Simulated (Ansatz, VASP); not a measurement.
This is a calculation of Sn for VASP 6.6.1.

The input INCAR:

```
PREC = Accurate
ENCUT = 600
EDIFF = 1E-6
ISMEAR = -1
SIGMA = 0.05
LREAL = False
LASPH = True
NELM = 80
ALGO = Normal
ISIF = 3
LWAVE = False
LCHARG = False
GGA = PE
IVDW = 12
IBRION = 2
NSW = 60
EDIFFG = -0.01
```

KPOINTS

```
regular mesh
0
Gamma
  7 7 7
```

The input POSCAR:

```
Sn
1.0
    0.0000000000      3.2333428000      3.2333428000
    3.2333428000      0.0000000000      3.2333428000
    3.2333428000      3.2333428000      0.0000000000
Sn
2
Direct
    0.7500000000      0.7500000000      0.7500000000
    0.5000000000      0.5000000000      0.5000000000
```

Potentials or basis: VASP PAW PBE potentials, release 64 (Sn_d).

Command:

```console
$ cat potpaw_PBE.64/Sn_d/POTCAR > POTCAR
$ mpirun -np 1 vasp_std > vasp.out
```

Q: Set up the same calculation for Ansatz 0.2.0. Potentials there: Ansatz PAW.

A: As run (the cutoff follows the program's own potentials):

Contents of input.yaml:

```yaml
crystal:
  lattice:
    - [0.0, 3.2333428, 3.2333428]
    - [3.2333428, 0.0, 3.2333428]
    - [3.2333428, 3.2333428, 0.0]
  atoms:
    - { symbol: Sn, position: [0.75, 0.75, 0.75] }
    - { symbol: Sn, position: [0.5, 0.5, 0.5] }
hamiltonian:
  xc: pbe
  pseudopotentials: { kind: paw }
  dispersion: d3bj
kpoints:
  mp_grid: { grid: [7, 7, 7] }
scf:
  occupations: { method: fermi_dirac, width: 0.05 }
output:
  forces: true
  stress: true
relax:
  f_tol: 0.01
  max_steps: 40
  cell: { stress_tol: 0.05 }
```

Potentials or basis: Ansatz PAW.

Run with:

```console
$ ansatz run input.yaml --threads 2 --pin off --max-ram 5632MiB --backend cpu --events-out ev --progress --plain --runs-dir out
```

Both were run:

|  | VASP | Ansatz | Ansatz less VASP |
| --- | --- | --- | --- |
| relaxed volume (Å³/atom) | 35.49 | 35.51 | +0.026 |
| relaxed length of the cell vector where the two differ most in proportion (Å) | 4.647 | 4.649 | +0.0011 |

Noted on Ansatz's run: the plane-wave basis is chosen anew once the cell has moved, so the energies of steps on either side of that aren't comparable.
